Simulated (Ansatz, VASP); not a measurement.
## Cd2S: VASP beside Ansatz

INCAR

```
  PREC = Accurate
  ENCUT = 520
  EDIFF = 1E-7
  ISMEAR = -1
  SIGMA = 0.05
  LREAL = F
  LASPH = T
  NELM = 60
  ALGO = Normal
  ISIF = 2
  LWAVE = F
  LCHARG = T
  GGA = PS
  LELF = T
  LVHAR = T
  NBANDS = 22
```

File KPOINTS:

```
regular mesh
0
Gamma
  6 6 4
```

The input POSCAR:

```
Cd2S
1.0
    4.0419234500      0.0000000000      0.0000000000
   -2.0209617250      3.5004083879      0.0000000000
    0.0000000000      0.0000000000      5.8091920000
Cd S
2 1
Direct
    0.3333333333      0.6666666667      0.9327170000
    0.6666666667      0.3333333333      0.5787350000
    0.3333333333      0.6666666667      0.3657050000
```

The input input.yaml:

```yaml
crystal:
  lattice:
    - [4.04192345, 0.0, 0.0]
    - [-2.020961725, 3.5004083879, 0.0]
    - [0.0, 0.0, 5.809192]
  atoms:
    - { symbol: Cd, position: [0.3333333333, 0.6666666667, 0.932717] }
    - { symbol: Cd, position: [0.6666666667, 0.3333333333, 0.578735] }
    - { symbol: S, position: [0.3333333333, 0.6666666667, 0.365705] }
hamiltonian:
  xc: pbesol
  pseudopotentials: { kind: paw }
kpoints:
  mp_grid: { grid: [6, 6, 4] }
scf:
  occupations: { method: fermi_dirac, width: 0.05 }
output:
  forces: true
  stress: true
  eigenvalues: true
```

Alike in both runs: task single point; functional PBEsol; k mesh 6 × 6 × 4; occupations fermi-dirac, width 0.05 eV; no spin polarisation.

|  | VASP | Ansatz |
| --- | --- | --- |
| version | VASP 6.6.1 | Ansatz 0.2.0 |
| potentials or method | VASP PAW PBE potentials, release 64 (Cd, S) | Ansatz PAW |
| plane-wave cutoff (eV) | 520 | 420 |
| valence electrons in the cell | 30 | 46 |

Ansatz gave:

| Quantity | Value |
| --- | --- |
| gap on the k mesh at the Fermi level (eV) | 0.09 |
| least direct gap on the mesh (eV) | 0.41 |
| pressure (GPa) | -4.1 |
| traceless stress, the component that is largest in VASP (GPa) | -0.12 |
| rms of the force components (eV/Å) | 0.108 |

Question: Which values does VASP return?

Answer: gap on the k mesh at the Fermi level (eV): 0.10; least direct gap on the mesh (eV): 0.42; pressure (GPa): -3.9; traceless stress, the component that is largest in VASP (GPa): -0.04; rms of the force components (eV/Å): 0.104.

VASP's potentials were made for PBE, not for PBEsol. Atom by atom the forces differ by 0.011 eV/Å (rms over components). VASP's potentials hold 30 valence electrons a cell and Ansatz's 46, so a difference there can come from the potentials and not from the codes.
